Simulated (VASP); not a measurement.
Set up this calculation in VASP 6.6.1, as the native input.

```
Task                   : relaxation of cell and atoms
Functional             : LDA
Potentials or basis    : VASP PAW LDA potentials, release 64 (Ti_sv, Al)
Cutoff                 : 600 eV
k mesh                 : 15 × 15 × 8
Occupations            : fermi-dirac, width 0.15 eV
Spin                   : no spin polarisation
Dipole correction      : no
Further INCAR settings : ALGO = Fast; EDIFF = 1e-06; IBRION = 2; EDIFFG = -0.001; NSW = 80; ISIF = 3
```

The structure of TiAl lies in POSCAR:

```
TiAl
1.0
    2.8121364917      0.0000000028      0.0000000000
   -1.4060682483      2.4353816393      0.0000000000
    0.0000000000      0.0000000000      4.5864756318
Ti Al
1 1
Direct
    0.0000000000      0.0000000000      0.0000000000
    0.3333333333      0.6666666667      0.5000000000
```

The input as run:

INCAR

```
  PREC = Accurate
  ENCUT = 600
  EDIFF = 1E-6
  ISMEAR = -1
  SIGMA = 0.15
  LREAL = F
  LASPH = T
  NELM = 60
  ALGO = Fast
  ISIF = 3
  LWAVE = F
  LCHARG = F
  IBRION = 2
  NSW = 80
  EDIFFG = -0.001
```

KPOINTS

```
regular mesh
0
Gamma
  15 15 8
```

Potentials or basis: VASP PAW LDA potentials, release 64 (Ti_sv, Al).

The run is started by

```console
$ cat potpaw_LDA.64/Ti_sv/POTCAR potpaw_LDA.64/Al/POTCAR > POTCAR
$ mpirun -np 1 vasp_std > vasp.out
```

Results of the run:

* Relaxed volume: 15.78 Å³/atom
* Relaxed cell: a = 2.823 Å, b = 2.823 Å, c = 4.573 Å, α = 90.00°, β = 90.00°, γ = 120.00°
* Space group after relaxing (to 0.1 Å): P-6m2 (No. 187)
* Energy gained by relaxing: 0.3 meV/atom
* Ionic steps: 39
* Pressure after relaxing: 0.0 GPa
* Band gap on the k mesh: zero (an odd number of electrons rules out a gap without spin polarisation)

It took 16 min on 1 thread of AMD EPYC 7R13, with other jobs on the host, peak memory 0.18 GiB.
